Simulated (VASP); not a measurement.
# MoS2 (R3m) in VASP: a series of runs

MoS2 is run at these levels: PBEsol; tasks: single point.

Program: VASP 6.6.1. These are calculated values, not measurements. Logs are shortened: lines on timing, memory, paths and dates and some standing lists are left out, and cuts for length are marked.

## (1) The cell of the first run

Symmetry: R3m, No. 160, trigonal system. The conventional cell has a = 3.212 Å, b = 3.212 Å, c = 18.753 Å, α = 90.00°, β = 90.00°, γ = 120.00°. Within 3.3 Å of Mo (site symmetry 3m) lie 6 S at 2.43 Å and 6 Mo at 3.21 Å. Within 3.3 Å of S (site symmetry 3m) lie 3 Mo at 2.43 Å and 7 S at 3.13 to 3.21 Å. S (site symmetry 3m) has 3 Mo at 2.43 Å and 7 S at 3.13 to 3.21 Å within 3.3 Å.

## (2) Single point, PBEsol

The input, INCAR:

```
SYSTEM = MoS2
ALGO = Normal
EDIFF = 1E-6
ENCUT = 520
GGA = PS
ISIF = 2
ISMEAR = 1
LASPH = .True.
LCHARG = .True.
LELF = .True.
LREAL = .False.
LVHAR = .True.
LWAVE = .False.
NBANDS = 20
NELM = 60
PREC = Accurate
SIGMA = 0.1
```

The input, KPOINTS:

```
k-points
0
Gamma
  11 11 11
  0 0 0
```

The input, POSCAR:

```
MoS2
1.0
    1.6059062438      0.9271699698      6.2508375944
   -1.6059062438      0.9271699698      6.2508375944
    0.0000000000     -1.8543409561      6.2508375944
Mo S
1 2
Direct
    0.0000000000      0.0000000000      0.0000000000
    0.2500000000      0.2500000000      0.2500000000
    0.4170000000      0.4170000000      0.4170000000
```

Potentials or basis: VASP PAW PBE potentials, release 64 (Mo_sv, S).

Run with:

```bash
$ cat potpaw_PBE.64/Mo_sv/POTCAR potpaw_PBE.64/S/POTCAR > POTCAR
$ mpirun -np 1 vasp_std > vasp.out
```

OUTCAR:

```text
SYSTEM = MoS2
   EDIFF = 1E-6
   ENCUT = 520
   GGA = PS
   ISIF = 2
   ISMEAR = 1
   LASPH = .True.
   LREAL = .False.
   NELM = 60
   PREC = Accurate

 ion  position               nearest neighbor table
   1  0.000  0.000  0.000-   2 2.43   2 2.43   2 2.43   3 2.43   3 2.43   3 2.43
   2  0.250  0.250  0.250-   1 2.43   1 2.43   1 2.43
   3  0.417  0.417  0.417-   1 2.43   1 2.43   1 2.43

  LATTYP: Found a trigonal (rhomboedric) cell.
 ALAT       =     6.5200881626
 COS(alpha) =     0.8786713312

  Lattice vectors:

 A1 = (   1.6059062438,   0.9271699698,   6.2508375944)
 A2 = (  -1.6059062438,   0.9271699698,   6.2508375944)
 A3 = (   0.0000000000,  -1.8543409561,   6.2508375944)

Analysis of symmetry for initial positions (statically):
=====================================================================
 Subroutine PRICEL returns:
 Original cell was already a primitive cell.

 Routine SETGRP: Setting up the symmetry group for a
 trigonal (rhombohedral) supercell.

 Subroutine GETGRP returns: Found  6 space group operations
 (whereof  6 operations were pure point group operations)
 out of a pool of 12 trial point group operations.

The static configuration has the point symmetry C_3v.

Analysis of symmetry for dynamics (positions and initial velocities):
=====================================================================
 Subroutine PRICEL returns:
 Original cell was already a primitive cell.

 Routine SETGRP: Setting up the symmetry group for a
 trigonal (rhombohedral) supercell.

 Subroutine GETGRP returns: Found  6 space group operations
 (whereof  6 operations were pure point group operations)
 out of a pool of 12 trial point group operations.

The dynamic configuration has the point symmetry C_3v.

 Subroutine INISYM returns: Found  6 space group operations
 (whereof  6 operations are pure point group operations),
 and found     1 'primitive' translations

----------------------------------------------------------------------------------------

                                     Primitive cell

  volume of cell :      55.8431

  direct lattice vectors                    reciprocal lattice vectors
     1.605906244  0.927169970  6.250837594     0.311350679  0.179758417  0.053326197
    -1.605906244  0.927169970  6.250837594    -0.311350679  0.179758417  0.053326197
     0.000000000 -1.854340956  6.250837594     0.000000000 -0.359516833  0.053326167

  length of vectors
     6.520088163  6.520088163  6.520088267     0.363450158  0.363450158  0.363450180

  position of ions in fractional coordinates (direct lattice)
     0.000000000  0.000000000  0.000000000
     0.250000000  0.250000000  0.250000000
     0.417000000  0.417000000  0.417000000

  ion indices of the primitive-cell ions
   primitive index   ion index
                 1           1
                 2           2
                 3           3

----------------------------------------------------------------------------------------

 KPOINTS: k-points

Automatic generation of k-mesh.
 Grid dimensions read from file:
 generate k-points for:   11   11   11

 Generating k-lattice:

  Cartesian coordinates                     Fractional coordinates (reciprocal lattice)
     0.028304607  0.016341674  0.004847836     0.090909091  0.000000000  0.000000000
    -0.028304607  0.016341674  0.004847836     0.000000000  0.090909091  0.000000000
     0.000000000 -0.032683348  0.004847833     0.000000000  0.000000000  0.090909091

  Length of vectors
     0.033040923  0.033040923  0.033040925

  Shift w.r.t. Gamma in fractional coordinates (k-lattice)
     0.000000000  0.000000000  0.000000000

 Subroutine IBZKPT returns following result:
 ===========================================

 Found    146 irreducible k-points:

 Following reciprocal coordinates:
            Coordinates               Weight
  0.000000  0.000000  0.000000      1.000000
  0.090909  0.000000 -0.000000      6.000000
  0.181818  0.000000  0.000000      6.000000
  0.272727  0.000000  0.000000      6.000000
  0.363636  0.000000  0.000000      6.000000
  0.454545  0.000000 -0.000000      6.000000
[... 16 lines left out ...]
 -0.272727  0.181818  0.000000     12.000000
 -0.181818  0.181818  0.000000      6.000000
 [... further k-points ...]
   k-points           NKPTS =    146   k-points in BZ     NKDIM =    146   number of bands    NBANDS=     20
   number of dos      NEDOS =    301   number of ions     NIONS =      3
   total plane-waves  NPLWV = 110592
   dimension x,y,z NGX =    48 NGY =   48 NGZ =   48
   dimension x,y,z NGXF=    96 NGYF=   96 NGZF=   96
   ions per type =               1   2
   NGX,Y,Z   is equivalent  to a cutoff of  12.24, 12.24, 12.24 a.u.
   NGXF,Y,Z  is equivalent  to a cutoff of  24.48, 24.48, 24.48 a.u.
 SYSTEM =  MoS2
   PREC   = accura    normal or accurate (medium, high low for compatibility)
   ISTART =      0    job   : 0-new  1-cont  2-samecut
   ICHARG =      2    charge: 1-file 2-atom 10-const
   ISPIN  =      1    spin polarized calculation?
   LNONCOLLINEAR =      F non collinear calculations
   LSORBIT =      F    spin-orbit coupling
   LASPH  =      T    aspherical Exc in radial PAW
   ENCUT  =  520.0 eV  38.22 Ry    6.18 a.u.  12.12 12.12 12.12*2*pi/ulx,y,z
   NELM   =     60;   NELMIN=  2; NELMDL= -5     # of ELM steps
   EDIFF  = 0.1E-05   stopping-criterion for ELM
   LREAL  =      F    real-space projection
   EDIFFG = 0.1E-04   stopping-criterion for IOM
   NSW    =      0    number of steps for IOM
   IBRION =     -1    ionic relax: 0-MD 1-quasi-New 2-CG
   NFREE  =      0    steps in history (QN), initial steepest desc. (CG)
   ISIF   =      2    stress and relaxation
   ISYM   =      2    0-nonsym 1-usesym 2-fastsym
   POTIM  = 0.5000    time-step for ionic-motion
   TEBEG  =    0.0;   TEEND  =   0.0 temperature during run
   PSTRESS=    0.0 pullay stress
   NELECT =      26.0000    total number of electrons
   NUPDOWN=      -1.0000    fix difference up-down
   EMIN   =  10.00;   EMAX   =-10.00  energy-range for DOS
   EFERMI =   0.00;   METHOD = LEGACY
   ISMEAR =     1;   SIGMA  =   0.10  broadening in eV -4-tet -1-fermi 0-gaus
   EFERMI_NEDOS =   21; number of points for ismear=-14 and -15
   IALGO  =     38    algorithm
   IMIX   =      4    mixing-type and parameters
     AMIX     =   0.40;   BMIX     =  1.00
     AMIX_MAG =   1.60;   BMIX_MAG =  1.00
  volume/ion in A,a.u.               =      18.61       125.62
  Fermi-wavevector in a.u.,A,eV,Ry     =   1.268848  2.397775 21.905039  1.609975
  Thomas-Fermi vector in A             =   2.401921
   LORBIT       =      0    0 simple, 1 ext, 2 COOP (PROOUT), +10 PAW based schemes
   GGA     = PS    functional components
   LHFCALC =     F    Hartree Fock is set to
   AEXX    =    0.0000 exact exchange contribution
   IVDW    =     0    specifies the selected vdW correction
   LEPSILON=     F    determine dielectric tensor
   LRPA    =     F    only Hartree local field effects (RPA)
 non-spin polarized calculation
 Methfessel and Paxton  Order N= 1 SIGMA  =   0.10
  energy-cutoff  :      520.00
  volume of cell :       55.84
 maximum number of plane-waves:      1525
   NGX = 25   NGY = 25   NGZ = 25

 number of electron      26.0000000 magnetization

 Free energy of the ion-electron system (eV)
  ---------------------------------------------------
  ext. energy  EPLUGINS =         0.00000000
  ---------------------------------------------------
  free energy    TOTEN  =       -23.39144277 eV

  energy without entropy =      -23.39146235  energy(sigma->0) =      -23.39144930

 E-fermi :   6.9755     XC(G=0): -10.7653

 val. band max:        6.9035844518   @ k =   0.4545   0.4545   0.4545
 cond. band min:       7.8377486620   @ k =  -0.1818   0.1818   0.0000
 fundamental gap:      0.9341642102
 Fermi energy:         6.9755150167

 k-point     1 :       0.0000    0.0000    0.0000
  band No.  band energies     occupation
      1     -54.5519      2.00000
      2     -28.7082      2.00000
      3     -28.5223      2.00000
      4     -28.5223      2.00000
      5      -7.8435      2.00000
      6      -6.2585      2.00000
[... 12 lines left out ...]
     19      14.8047      0.00000
     20      15.1780      0.00000

 k-point     2 :       0.0909    0.0000   -0.0000
  band No.  band energies     occupation
      1     -54.5493      2.00000
      2     -28.7029      2.00000
      3     -28.5499      2.00000
      4     -28.5286      2.00000
      5      -7.7231      2.00000
      6      -6.2187      2.00000
[... 12 lines left out ...]
     19      15.2337      0.00000
     20      15.3770      0.00000

 k-point     3 :       0.1818    0.0000    0.0000
  band No.  band energies     occupation
      1     -54.5422      2.00000
      2     -28.6885      2.00000
      3     -28.6235      2.00000
      4     -28.5455      2.00000
      5      -7.3835      2.00000
      6      -6.1065      2.00000
[... 12 lines left out ...]
     19      15.4398      0.00000
     20      15.8662      0.00000

 k-point     4 :       0.2727    0.0000    0.0000
  band No.  band energies     occupation
      1     -54.5329      2.00000
      2     -28.7186      2.00000
      3     -28.6697      2.00000
      4     -28.5676      2.00000
      5      -6.8918      2.00000
      6      -5.9456      2.00000
[... 12 lines left out ...]
     19      14.7789      0.00000
     20      15.3192      0.00000

 k-point     5 :       0.3636    0.0000    0.0000
  band No.  band energies     occupation
      1     -54.5243      2.00000
      2     -28.8047      2.00000
      3     -28.6523      2.00000
      4     -28.5877      2.00000
      5      -6.3719      2.00000
      6      -5.7817      2.00000
[... 12 lines left out ...]
     19      13.9295      0.00000
     20      14.3952      0.00000
[... 353 lines left out ...]
      6      -5.6211      2.00000
[... 12 lines left out ...]
     19      15.1896      0.00000
     20      15.4603      0.00000

 k-point    22 :      -0.3636    0.1818    0.0000
  band No.  band energies     occupation
      1     -54.5169      2.00000
      2     -28.8255      2.00000
      3     -28.6601      2.00000
      4     -28.6373      2.00000
      5      -5.8671      2.00000
      6      -5.6058      2.00000
[... 12 lines left out ...]
     19      15.0212      0.00000
     20      15.6002      0.00000

 k-point    23 :      -0.2727    0.1818    0.0000
  band No.  band energies     occupation
      1     -54.5212      2.00000
      2     -28.7955      2.00000
      3     -28.6460      2.00000
      4     -28.6371      2.00000
      5      -6.1850      2.00000
      6      -5.6916      2.00000
[... 12 lines left out ...]
     19      14.8072      0.00000
     20      15.6478      0.00000

 k-point    24 :      -0.1818    0.1818    0.0000
  band No.  band energies     occupation
      1     -54.5284      2.00000
      2     -28.7423      2.00000
      3     -28.6606      2.00000
      4     -28.6006      2.00000
      5      -6.6459      2.00000
      6      -5.8398      2.00000
[... 12 lines left out ...]
     19      14.8783      0.00000
     20      15.7971      0.00000

 [... further k-points ...]

------------------------ aborting loop because EDIFF is reached ----------------------------------------

  FORCE on cell =-STRESS in cart. coord.  units (eV):
  Direction    XX          YY          ZZ          XY          YZ          ZX
  --------------------------------------------------------------------------------------
  -------------------------------------------------------------------------------------
  Total       -2.5125005     -2.5125000     -1.7816642     -0.0000000      0.0000001      0.0000000
  in kB      -72.0854443    -72.0854298    -51.1172241     -0.0000000      0.0000028      0.0000000
  external PRESSURE =     -65.0960327 kB  Pullay stress =       0.0000000 kB

 VOLUME and BASIS-vectors are now :
 -----------------------------------------------------------------------------
  energy-cutoff  :      520.00
  volume of cell :       55.84
      direct lattice vectors                 reciprocal lattice vectors
     1.605906244  0.927169970  6.250837594     0.311350679  0.179758417  0.053326197
    -1.605906244  0.927169970  6.250837594    -0.311350679  0.179758417  0.053326197
     0.000000000 -1.854340956  6.250837594     0.000000000 -0.359516833  0.053326167

 POSITION                                       TOTAL-FORCE (eV/Angst)
 -----------------------------------------------------------------------------------
      0.00000      0.00000      0.00000         0.000000     -0.000000      0.077208
      0.00000     -0.00000      4.68813         0.000000     -0.000000      0.518247
      0.00000     -0.00000      7.81980         0.000000      0.000000     -0.595454
 -----------------------------------------------------------------------------------
    total drift:                                0.000000     -0.000003      0.000046

  FREE ENERGIE OF THE ION-ELECTRON SYSTEM (eV)
  ---------------------------------------------------
  free  energy   TOTEN  =       -23.3914427722 eV

  energy  without entropy=      -23.3914623543  energy(sigma->0) =      -23.39144930
```

Wall time 13 min (1 thread of Intel Xeon 8259CL, shared host); peak memory 0.41 GiB.

What came out:

```yaml
Free_energy: -23.3914 eV
Pressure: -6.5 GPa
Largest_force: 0.595 eV/Å
Band_gap_on_the_k_mesh: 0.93 eV (least direct gap 1.77 eV)
```

Forces in eV/Å, atoms in the order of the input:
```
Mo   0.000  0.000  0.077
S    0.000  0.000  0.518
S    0.000  0.000 -0.595
```

Caveat: the cell stands under tension; the PAW data sets were made with another functional, which shifts forces and pressure a little; an odd mesh through Γ misses points on the zone boundary, where band edges can lie. A hybrid or GW would open this gap; PBEsol tends to underestimate it.

## (3) Single point, PBEsol

This run uses another cell than the first one, of 19.06 Å³/atom.

The input, INCAR:

```
SYSTEM = MoS2
ALGO = Normal
EDIFF = 1E-6
ENCUT = 520
GGA = PS
ISIF = 2
ISMEAR = 1
LASPH = .TRUE.
LCHARG = .FALSE.
LREAL = .FALSE.
LWAVE = .FALSE.
NBANDS = 20
NELM = 60
PREC = Accurate
SIGMA = 0.1
```

The input, KPOINTS:

```
k-points
0
G
  11 11 11
  0 0 0
```

The input, POSCAR:

```
MoS2
1.0
    1.6185516955      0.9344708214      6.3000588146
   -1.6185516955      0.9344708214      6.3000588146
    0.0000000000     -1.8689426672      6.3000588146
Mo S
1 2
Direct
    0.0000000000      0.0000000000      0.0000000000
    0.2500000000      0.2500000000      0.2500000000
    0.4170000000      0.4170000000      0.4170000000
```

Potentials or basis: VASP PAW PBE potentials, release 64 (Mo_sv, S).

Run with:

```bash
$ cat potpaw_PBE.64/Mo_sv/POTCAR potpaw_PBE.64/S/POTCAR > POTCAR
$ mpirun -np 1 vasp_std > vasp.out
```

It took 11 min on 1 thread of Intel Xeon 8259CL, shared host; peak memory 0.43 GiB.

Results (log left out):

```yaml
Free_energy: -23.3261 eV
Pressure: -9.3 GPa
Largest_force: 0.929 eV/Å
Band_gap_on_the_k_mesh: 0.95 eV (least direct gap 1.72 eV)
```

Forces in eV/Å, atoms in the order of the input:
```
Mo   0.000  0.000  0.073
S    0.000  0.000  0.856
S    0.000  0.000 -0.929
```

Stress tensor (GPa, compression positive):
```
-9.87  0.00  0.00
 0.00 -9.87  0.00
 0.00  0.00 -8.15
```

Levels at points of the mesh, in eV from the valence-band top:
```
           k point  band 11  band 12  band 13  band 14  band 15  band 16
(0.00, 0.00, 0.00)    -2.12    -1.18    -0.97     1.94     1.94     2.27
```

Caveat: the cell stands under tension; the PAW data sets were made with another functional, which shifts forces and pressure a little; an odd mesh through Γ misses points on the zone boundary, where band edges can lie.

## (4) Single point, PBEsol

This run uses another cell than the first one, of 19.50 Å³/atom.

The input, INCAR:

```
SYSTEM = MoS2
ALGO     = Normal         ! electronic algorithm
EDIFF    = 1E-6           ! SCF threshold, eV
ENCUT    = 520            ! plane-wave cutoff, eV
GGA      = PS             ! functional
ISIF     = 2              ! what is computed and relaxed
ISMEAR   = 1              ! smearing method
LASPH    = .TRUE.         ! aspherical terms in the spheres
LCHARG   = .FALSE.        ! write CHGCAR
LREAL    = .FALSE.        ! projectors in reciprocal space
LWAVE    = .FALSE.        ! write WAVECAR
NBANDS   = 20             ! bands
NELM     = 100            ! most SCF steps
PREC     = Accurate       ! precision mode
SIGMA    = 0.1            ! smearing width, eV
```

KPOINTS is that of step 3.

The input, POSCAR:

```
MoS2
1.0
    1.6310025824      0.9416593410      6.3485227101
   -1.6310025824      0.9416593410      6.3485227101
    0.0000000000     -1.8833197142      6.3485227101
Mo S
1 2
Direct
    0.0000000000      0.0000000000      0.0000000000
    0.2500000000      0.2500000000      0.2500000000
    0.4170000000      0.4170000000      0.4170000000
```

Run with:

```bash
$ cat potpaw_PBE.64/Mo_sv/POTCAR potpaw_PBE.64/S/POTCAR > POTCAR
$ mpirun -np 1 vasp_std > vasp.out
```

Run time: 12 min. Hardware: 1 thread of Intel Xeon 8259CL, shared host; peak memory 0.44 GiB.

It converged, with:

```yaml
Free_energy: -23.2392 eV
Pressure: -11.7 GPa
Largest_force: 1.232 eV/Å
Band_gap_on_the_k_mesh: 0.96 eV (least direct gap 1.66 eV)
```

Forces in eV/Å, atoms in the order of the input:
```
Mo   0.000  0.000  0.069
S    0.000  0.000  1.163
S    0.000  0.000 -1.232
```

Stress tensor (GPa, compression positive):
```
-12.18   0.00   0.00
  0.00 -12.18   0.00
  0.00   0.00 -10.80
```

Levels at points of the mesh, in eV from the valence-band top:
| k point | band 9 | band 10 | band 11 | band 12 | band 13 | band 14 | band 15 | band 16 | band 17 | band 18 |
| --- | --- | --- | --- | --- | --- | --- | --- | --- | --- | --- |
| (0.00, 0.00, 0.00) | -3.04 | -2.05 | -2.05 | -1.16 | -0.90 | 1.91 | 1.91 | 2.21 | 2.21 | 5.01 |

Caveat: the cell stands under tension; the PAW data sets were made with another functional, which shifts forces and pressure a little; an odd mesh through Γ misses points on the zone boundary, where band edges can lie.

## (5) Overview

```tsv
cell	gap on the mesh (eV)	pressure (GPa)	largest force (eV/Å)
a = 6.520 Å, angles 28.5°, 3 atoms	0.93	-6.5	0.60
a = 6.571 Å, angles 28.5°, 3 atoms	0.95	-9.3	0.93
a = 6.622 Å, angles 28.5°, 3 atoms	0.96	-11.7	1.23
```

Alike in all rows: task single point; level PBEsol; potentials or basis VASP PAW PBE potentials, release 64 (Mo_sv, S); no spin polarisation; k mesh 11 × 11 × 11; cutoff (eV) 520; smearing methfessel-paxton 0.1 eV.

Caveats: the cell stands under tension; the PAW data sets were made with another functional, which shifts forces and pressure a little; an odd mesh through Γ misses points on the zone boundary, where band edges can lie.

Total energies depend on the potentials used, so only differences within one code and one set of settings carry meaning.
